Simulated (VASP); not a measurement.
# AlCo (P4mm) in VASP: further runs

The runs below take AlCo through single point, with PBEsol.

Everything below comes from runs of VASP 6.6.1. Logs are shortened: lines on timing, memory, paths and dates and some standing lists are left out, and cuts for length are marked.

## Step 1: The cell of the first run

The structure is tetragonal, space group P4mm (No. 99). The conventional cell has a = 2.819 Å, b = 2.819 Å, c = 2.819 Å, α = 90.00°, β = 90.00°, γ = 90.00°. Within 3.2 Å of Al (site symmetry 4mm) lie 8 Co at 2.40 to 2.49 Å and 6 Al at 2.82 Å. Within 3.2 Å of Co (site symmetry 4mm) lie 8 Al at 2.40 to 2.49 Å and 6 Co at 2.82 Å.

## Step 2: Single point, PBEsol (all Co atoms moved +0.075 Å, as atom 2 along Cartesian [1 0 0])

Contents of INCAR:

```
SYSTEM = AlCo
  PREC = Accurate
  ENCUT = 520
  EDIFF = 1E-6
  ISMEAR = 0
  SIGMA = 0.15
  LREAL = .False.
  LASPH = .True.
  NELM = 60
  ALGO = Normal
  ISIF = 2
  LWAVE = .False.
  LCHARG = .False.
  GGA = PS
  NBANDS = 13
```

Contents of KPOINTS:

```
regular mesh
0
Gamma
  16 16 16
  0 0 0
```

Contents of POSCAR:

```
AlCo
1.0
    2.8194032100      0.0000000000      0.0000000000
    0.0000000000      2.8194032100      0.0000000000
    0.0000000000      0.0000000000      2.8194032100
Al Co
1 1
Direct
    0.0000000000      0.0000000000      0.0000000000
    0.5266013743      0.5000000000      0.5000000000
```

Potentials or basis: VASP PAW PBE potentials, release 64 (Al, Co).

The run is started by

```sh
$ cat potpaw_PBE.64/Al/POTCAR potpaw_PBE.64/Co/POTCAR > POTCAR
$ mpirun -np 1 vasp_std > vasp.out
```

OUTCAR:

```text
SYSTEM = AlCo
   PREC = Accurate
   ENCUT = 520
   EDIFF = 1E-6
   ISMEAR = 0
   LREAL = .False.
   LASPH = .True.
   NELM = 60
   ISIF = 2
   GGA = PS

 ion  position               nearest neighbor table
   1  0.000  0.000  0.000-   2 2.40   2 2.40   2 2.40   2 2.40   2 2.49   2 2.49   2 2.49   2 2.49

   2  0.527  0.500  0.500-   1 2.40   1 2.40   1 2.40   1 2.40   1 2.49   1 2.49   1 2.49   1 2.49

  LATTYP: Found a simple cubic cell.
 ALAT       =     2.8194032100

  Lattice vectors:

 A1 = (   2.8194032100,   0.0000000000,   0.0000000000)
 A2 = (   0.0000000000,   2.8194032100,   0.0000000000)
 A3 = (   0.0000000000,   0.0000000000,   2.8194032100)

Analysis of symmetry for initial positions (statically):
=====================================================================
 Subroutine PRICEL returns:
 Original cell was already a primitive cell.

 Routine SETGRP: Setting up the symmetry group for a
 simple cubic supercell.

 Subroutine GETGRP returns: Found  8 space group operations
 (whereof  8 operations were pure point group operations)
 out of a pool of 48 trial point group operations.

The static configuration has the point symmetry C_4v.

Analysis of symmetry for dynamics (positions and initial velocities):
=====================================================================
 Subroutine PRICEL returns:
 Original cell was already a primitive cell.

 Routine SETGRP: Setting up the symmetry group for a
 simple cubic supercell.

 Subroutine GETGRP returns: Found  8 space group operations
 (whereof  8 operations were pure point group operations)
 out of a pool of 48 trial point group operations.

The dynamic configuration has the point symmetry C_4v.

 Subroutine INISYM returns: Found  8 space group operations
 (whereof  8 operations are pure point group operations),
 and found     1 'primitive' translations

----------------------------------------------------------------------------------------

                                     Primitive cell

  volume of cell :      22.4115

  direct lattice vectors                    reciprocal lattice vectors
     2.819403210  0.000000000  0.000000000     0.354684990  0.000000000  0.000000000
     0.000000000  2.819403210  0.000000000     0.000000000  0.354684990  0.000000000
     0.000000000  0.000000000  2.819403210     0.000000000  0.000000000  0.354684990

  length of vectors
     2.819403210  2.819403210  2.819403210     0.354684990  0.354684990  0.354684990

  position of ions in fractional coordinates (direct lattice)
     0.000000000  0.000000000  0.000000000
     0.526601374  0.500000000  0.500000000

  ion indices of the primitive-cell ions
   primitive index   ion index
                 1           1
                 2           2

----------------------------------------------------------------------------------------

 KPOINTS: regular mesh

Automatic generation of k-mesh.
 Grid dimensions read from file:
 generate k-points for:   16   16   16

 Generating k-lattice:

  Cartesian coordinates                     Fractional coordinates (reciprocal lattice)
     0.022167812  0.000000000  0.000000000     0.062500000  0.000000000  0.000000000
     0.000000000  0.022167812  0.000000000     0.000000000  0.062500000  0.000000000
     0.000000000  0.000000000  0.022167812     0.000000000  0.000000000  0.062500000

  Length of vectors
     0.022167812  0.022167812  0.022167812

  Shift w.r.t. Gamma in fractional coordinates (k-lattice)
     0.000000000  0.000000000  0.000000000

 Subroutine IBZKPT returns following result:
 ===========================================

 Found    405 irreducible k-points:

 Following reciprocal coordinates:
            Coordinates               Weight
  0.000000  0.000000  0.000000      1.000000
  0.062500  0.000000  0.000000      2.000000
  0.000000  0.062500  0.000000      4.000000
  0.125000  0.000000  0.000000      2.000000
  0.000000  0.125000  0.000000      4.000000
  0.187500  0.000000  0.000000      2.000000
[... 16 lines left out ...]
  0.187500  0.062500  0.000000      8.000000
  0.000000  0.187500  0.062500      8.000000
 [... further k-points ...]
   k-points           NKPTS =    405   k-points in BZ     NKDIM =    405   number of bands    NBANDS=     13
   number of dos      NEDOS =    301   number of ions     NIONS =      2
   total plane-waves  NPLWV =  13824
   dimension x,y,z NGX =    24 NGY =   24 NGZ =   24
   dimension x,y,z NGXF=    48 NGYF=   48 NGZF=   48
   ions per type =               1   1
   NGX,Y,Z   is equivalent  to a cutoff of  14.15, 14.15, 14.15 a.u.
   NGXF,Y,Z  is equivalent  to a cutoff of  28.30, 28.30, 28.30 a.u.
 SYSTEM =  AlCo
   PREC   = accura    normal or accurate (medium, high low for compatibility)
   ISTART =      0    job   : 0-new  1-cont  2-samecut
   ICHARG =      2    charge: 1-file 2-atom 10-const
   ISPIN  =      1    spin polarized calculation?
   LNONCOLLINEAR =      F non collinear calculations
   LSORBIT =      F    spin-orbit coupling
   LASPH  =      T    aspherical Exc in radial PAW
   ENCUT  =  520.0 eV  38.22 Ry    6.18 a.u.   5.24  5.24  5.24*2*pi/ulx,y,z
   NELM   =     60;   NELMIN=  2; NELMDL= -5     # of ELM steps
   EDIFF  = 0.1E-05   stopping-criterion for ELM
   LREAL  =      F    real-space projection
   EDIFFG = 0.1E-04   stopping-criterion for IOM
   NSW    =      0    number of steps for IOM
   IBRION =     -1    ionic relax: 0-MD 1-quasi-New 2-CG
   NFREE  =      0    steps in history (QN), initial steepest desc. (CG)
   ISIF   =      2    stress and relaxation
   ISYM   =      2    0-nonsym 1-usesym 2-fastsym
   POTIM  = 0.5000    time-step for ionic-motion
   TEBEG  =    0.0;   TEEND  =   0.0 temperature during run
   PSTRESS=    0.0 pullay stress
   NELECT =      12.0000    total number of electrons
   NUPDOWN=      -1.0000    fix difference up-down
   EMIN   =  10.00;   EMAX   =-10.00  energy-range for DOS
   EFERMI =   0.00;   METHOD = LEGACY
   ISMEAR =     0;   SIGMA  =   0.15  broadening in eV -4-tet -1-fermi 0-gaus
   EFERMI_NEDOS =   21; number of points for ismear=-14 and -15
   IALGO  =     38    algorithm
   IMIX   =      4    mixing-type and parameters
     AMIX     =   0.40;   BMIX     =  1.00
     AMIX_MAG =   1.60;   BMIX_MAG =  1.00
  volume/ion in A,a.u.               =      11.21        75.62
  Fermi-wavevector in a.u.,A,eV,Ry     =   1.329366  2.512138 24.044423  1.767215
  Thomas-Fermi vector in A             =   2.458534
   LORBIT       =      0    0 simple, 1 ext, 2 COOP (PROOUT), +10 PAW based schemes
   GGA     = PS    functional components
   LHFCALC =     F    Hartree Fock is set to
   AEXX    =    0.0000 exact exchange contribution
   IVDW    =     0    specifies the selected vdW correction
   LEPSILON=     F    determine dielectric tensor
   LRPA    =     F    only Hartree local field effects (RPA)
 non-spin polarized calculation
 Gauss-broadening in eV      SIGMA  =   0.15
  energy-cutoff  :      520.00
  volume of cell :       22.41
 maximum number of plane-waves:       624
 NGX is ok and might be reduce to    24
   NGX = 11   NGY = 11   NGZ = 11

 number of electron      11.9999998 magnetization

 Free energy of the ion-electron system (eV)
  ---------------------------------------------------
  ext. energy  EPLUGINS =         0.00000000
  ---------------------------------------------------
  free energy    TOTEN  =       -13.06294402 eV

  energy without entropy =      -13.05372024  energy(sigma->0) =      -13.05833213

 E-fermi :  10.8703     XC(G=0): -12.5421

 val. band max:       10.8405856921   @ k =   0.5000   0.3750   0.0625
 cond. band min:      10.8713877485   @ k =   0.1875   0.5000   0.4375
 fundamental gap:      0.0308020565
 Fermi energy:        10.8702926065

 k-point     1 :       0.0000    0.0000    0.0000
  band No.  band energies     occupation
      1      -0.4025      2.00000
      2       7.7433      2.00000
      3       7.7511      2.00000
      4      10.0195      2.00000
      5      10.0266      2.00000
      6      10.0266      2.00000
      7      17.0130      0.00000
      8      17.0150      0.00000
      9      17.0150      0.00000
     10      19.7807      0.00000
     11      19.7889      0.00000
     12      26.6073      0.00000
     13      32.8070      0.00000

 k-point     2 :       0.0625    0.0000    0.0000
  band No.  band energies     occupation
      1      -0.3266      2.00000
      2       7.7453      2.00000
      3       7.7648      2.00000
      4       9.9844      2.00000
      5       9.9844      2.00000
      6      10.0239      2.00000
      7      16.2535      0.00000
      8      17.1211      0.00000
      9      17.1211      0.00000
     10      19.7686      0.00000
     11      20.4982      0.00000
     12      26.8431      0.00000
     13      31.9368      0.00000

 k-point     3 :       0.0000    0.0625    0.0000
  band No.  band energies     occupation
      1      -0.3266      2.00000
      2       7.7393      2.00000
      3       7.7710      2.00000
      4       9.9767      2.00000
      5       9.9845      2.00000
      6      10.0314      2.00000
      7      16.2466      0.00000
      8      17.1214      0.00000
      9      17.1302      0.00000
     10      19.7746      0.00000
     11      20.4879      0.00000
     12      26.8447      0.00000
     13      31.9376      0.00000
[... 305 lines left out ...]
 k-point    23 :       0.1875    0.0625    0.0000
  band No.  band energies     occupation
      1       0.3478      2.00000
      2       7.6260      2.00000
      3       7.9232      2.00000
      4       9.6501      2.00000
      5       9.7099      2.00000
      6      10.0175      2.00000
      7      13.6446      0.00000
      8      17.0811      0.00000
      9      18.0166      0.00000
     10      20.2462      0.00000
     11      23.0524      0.00000
     12      28.0217      0.00000
     13      28.9754      0.00000

 k-point    24 :       0.0000    0.1875    0.0625
  band No.  band energies     occupation
      1       0.3483      2.00000
      2       7.6219      2.00000
      3       7.9293      2.00000
      4       9.6411      2.00000
      5       9.7105      2.00000
      6      10.0247      2.00000
      7      13.6404      0.00000
      8      17.0695      0.00000
      9      18.0434      0.00000
     10      20.2423      0.00000
     11      23.0324      0.00000
     12      28.0551      0.00000
     13      28.7619      0.00000

 [... further k-points ...]

------------------------ aborting loop because EDIFF is reached ----------------------------------------

  FORCE on cell =-STRESS in cart. coord.  units (eV):
  Direction    XX          YY          ZZ          XY          YZ          ZX
  --------------------------------------------------------------------------------------
  -------------------------------------------------------------------------------------
  Total        0.1406716      0.1927932      0.1927932      0.0000000      0.0000000      0.0000000
  in kB       10.0564655     13.7825894     13.7825894      0.0000000      0.0000000      0.0000000
  external PRESSURE =      12.5405481 kB  Pullay stress =       0.0000000 kB

 VOLUME and BASIS-vectors are now :
 -----------------------------------------------------------------------------
  energy-cutoff  :      520.00
  volume of cell :       22.41
      direct lattice vectors                 reciprocal lattice vectors
     2.819403210  0.000000000  0.000000000     0.354684990  0.000000000  0.000000000
     0.000000000  2.819403210  0.000000000     0.000000000  0.354684990  0.000000000
     0.000000000  0.000000000  2.819403210     0.000000000  0.000000000  0.354684990

 POSITION                                       TOTAL-FORCE (eV/Angst)
 -----------------------------------------------------------------------------------
      0.00000      0.00000      0.00000         0.600652      0.000000     -0.000000
      1.48470      1.40970      1.40970        -0.600652     -0.000000      0.000000
 -----------------------------------------------------------------------------------
    total drift:                               -0.000134     -0.000000      0.000002

  FREE ENERGIE OF THE ION-ELECTRON SYSTEM (eV)
  ---------------------------------------------------
  free  energy   TOTEN  =       -13.0629440210 eV

  energy  without entropy=      -13.0537202365  energy(sigma->0) =      -13.05833213
```

Wall time 2 min (1 thread of Intel Xeon 8259CL, shared host); peak memory 0.25 GiB.

Results:

| Item | Value |
| --- | --- |
| Free energy | -13.0629 eV |
| Pressure | 1.3 GPa |
| Largest force | 0.601 eV/Å |
| Band gap on the k mesh | zero (bands 6 and 7 overlap by 2.62 eV) |

Forces in eV/Å, atoms in the order of the input:
```
Al   0.601  0.000  0.000
Co  -0.601  0.000  0.000
```

Levels at points of the mesh, in eV from the Fermi level:
```csv
k point,band 2,band 3,band 4,band 5,band 6,band 7,band 8,band 9,band 10,band 11
"(0.00, 0.00, 0.00)",-3.13,-3.12,-0.85,-0.84,-0.84,6.14,6.14,6.14,8.91,8.92
"(0.50, 0.00, 0.00)",-6.74,-2.51,-1.76,-1.76,-0.73,0.20,8.49,10.76,10.76,12.05
"(0.00, 0.50, 0.00)",-6.78,-2.51,-1.77,-1.76,-0.73,0.19,8.48,10.78,10.81,11.98
"(0.50, 0.50, 0.00)",-3.24,-2.72,-2.68,-1.56,-1.55,-0.25,2.51,3.70,13.16,16.12
"(0.00, 0.50, 0.50)",-3.19,-2.73,-2.73,-1.53,-1.53,-0.26,2.50,3.70,13.18,15.71
"(0.50, 0.50, 0.50)",-4.06,-4.06,-0.22,-0.21,2.37,2.37,2.39,4.39,5.57,5.57
```

Caveat: the cell differs from its parent crystal (all Co atoms moved +0.075 Å, as atom 2 along Cartesian [1 0 0]); the PAW data sets were made with another functional, which shifts forces and pressure a little; the run has no spin polarisation, though such a crystal can be magnetic. Spin polarisation is off, so any magnetic state and its effect on volume and gap are missing.

## Step 3: Single point, PBEsol (all Co atoms moved +0.113 Å, as atom 2 along Cartesian [1 0 0])

Contents of INCAR:

```
ALGO = Normal
EDIFF = 1E-7
ENCUT = 520
GGA = PS
ISIF = 2
ISMEAR = 0
LASPH = True
LCHARG = True
LELF = True
LREAL = False
LVHAR = True
LWAVE = False
NBANDS = 13
NELM = 80
PREC = Accurate
SIGMA = 0.15
```

Contents of KPOINTS:

```
k-points
0
Gamma
  16 16 16
```

Changes to POSCAR since step 2:

```diff
@@ -9,2 +9,2 @@
     0.0000000000      0.0000000000      0.0000000000
-    0.5266013743      0.5000000000      0.5000000000
+    0.5399020614      0.5000000000      0.5000000000
```

Potentials or basis: VASP PAW PBE potentials, release 64 (Al, Co).

The run is started by

```sh
$ cat potpaw_PBE.64/Al/POTCAR potpaw_PBE.64/Co/POTCAR > POTCAR
$ mpirun -np 1 vasp_std > vasp.out
```

It took 97 s on 1 thread of Intel Xeon 8259CL, shared host; peak memory 0.25 GiB.

It converged, with:

```
Free energy            : -13.0348 eV
Pressure               : 1.8 GPa
Largest force          : 0.901 eV/Å
Band gap on the k mesh : zero (bands 6 and 7 overlap by 2.61 eV)
```

Forces on the atoms (eV/Å):
```
Al   0.901  0.000  0.000
Co  -0.901  0.000  0.000
```

Stress tensor (GPa, compression positive):
```
1.27 0.00 0.00
0.00 2.12 0.00
0.00 0.00 2.12
```

Levels at points of the mesh, in eV from the Fermi level:
```csv
k point,band 4,band 5,band 6,band 7,band 8,band 9
"(0.00, 0.00, 0.00)",-0.86,-0.84,-0.84,6.15,6.15,6.15
"(0.50, 0.00, 0.00)",-1.76,-1.76,-0.74,0.20,8.51,10.74
"(0.00, 0.50, 0.00)",-1.78,-1.76,-0.73,0.18,8.50,10.79
"(0.50, 0.50, 0.00)",-2.64,-1.57,-1.55,-0.25,2.52,3.69
"(0.00, 0.50, 0.50)",-2.75,-1.51,-1.51,-0.26,2.50,3.69
"(0.50, 0.50, 0.50)",-0.22,-0.21,2.35,2.35,2.41,4.32
```

Caveat: the cell differs from its parent crystal (all Co atoms moved +0.113 Å, as atom 2 along Cartesian [1 0 0]); the PAW data sets were made with another functional, which shifts forces and pressure a little; the run has no spin polarisation, though such a crystal can be magnetic.

## Step 4: Single point, PBEsol (all Co atoms moved +0.037 Å, as atom 2 along Cartesian [1 0 0])

Contents of INCAR:

```
  PREC = Accurate
  ENCUT = 520
  EDIFF = 1E-7
  ISMEAR = 0
  SIGMA = 0.15
  LREAL = False
  LASPH = True
  NELM = 100
  ALGO = Normal
  ISIF = 2
  LWAVE = False
  LCHARG = False
  GGA = PS
  NBANDS = 13
```

Contents of KPOINTS:

```
Automatic mesh
0
Gamma
  16 16 16
```

Changes to POSCAR since step 3:

```diff
@@ -9,2 +9,2 @@
     0.0000000000      0.0000000000      0.0000000000
-    0.5399020614      0.5000000000      0.5000000000
+    0.5133006871      0.5000000000      0.5000000000
```

The run is started by

```sh
$ cat potpaw_PBE.64/Al/POTCAR potpaw_PBE.64/Co/POTCAR > POTCAR
$ mpirun -np 1 vasp_std > vasp.out
```

Wall time 1.8 min (1 thread of Intel Xeon 8259CL, shared host); peak memory 0.24 GiB.

The run converged. Its results:

* Free energy: -13.0798 eV
* Pressure: 0.9 GPa
* Largest force: 0.301 eV/Å
* Band gap on the k mesh: zero (bands 6 and 7 overlap by 2.63 eV)

Forces on the atoms (eV/Å):
```
Al   0.301  0.000  0.000
Co  -0.301  0.000  0.000
```

Stress tensor (GPa, compression positive):
```
0.86 0.00 0.00
0.00 0.96 0.00
0.00 0.00 0.96
```

Levels at points of the mesh, in eV from the Fermi level:
| k point | band 2 | band 3 | band 4 | band 5 | band 6 | band 7 | band 8 | band 9 | band 10 | band 11 |
| --- | --- | --- | --- | --- | --- | --- | --- | --- | --- | --- |
| (0.00, 0.00, 0.00) | -3.12 | -3.12 | -0.85 | -0.84 | -0.84 | 6.14 | 6.14 | 6.14 | 8.90 | 8.90 |
| (0.50, 0.00, 0.00) | -6.77 | -2.50 | -1.76 | -1.76 | -0.73 | 0.19 | 8.47 | 10.77 | 10.77 | 12.03 |
| (0.00, 0.50, 0.00) | -6.79 | -2.50 | -1.76 | -1.76 | -0.73 | 0.19 | 8.47 | 10.78 | 10.78 | 12.02 |
| (0.50, 0.50, 0.00) | -3.21 | -2.72 | -2.71 | -1.55 | -1.55 | -0.25 | 2.51 | 3.70 | 13.15 | 16.13 |
| (0.00, 0.50, 0.50) | -3.20 | -2.73 | -2.73 | -1.54 | -1.54 | -0.25 | 2.51 | 3.70 | 13.16 | 15.92 |
| (0.50, 0.50, 0.50) | -4.07 | -4.07 | -0.21 | -0.21 | 2.38 | 2.38 | 2.38 | 4.44 | 5.56 | 5.56 |

Caveat: the cell differs from its parent crystal (all Co atoms moved +0.037 Å, as atom 2 along Cartesian [1 0 0]); the PAW data sets were made with another functional, which shifts forces and pressure a little; the run has no spin polarisation, though such a crystal can be magnetic.

## Step 5: The runs side by side

| cell | gap on the mesh (eV) | pressure (GPa) | largest force (eV/Å) |
| --- | --- | --- | --- |
| as given, atomic positions A | none | 1.3 | 0.60 |
| as given, atomic positions B | none | 1.8 | 0.90 |
| as given, atomic positions C | none | 0.9 | 0.30 |

Alike in all rows: task single point; level PBEsol; potentials or basis VASP PAW PBE potentials, release 64 (Al, Co); no spin polarisation; k mesh 16 × 16 × 16; cutoff (eV) 520; smearing gaussian 0.15 eV.

Caveats: the PAW data sets were made with another functional, which shifts forces and pressure a little; the run has no spin polarisation, though such a crystal can be magnetic.

Absolute energies hang on the potentials; compare differences alone.
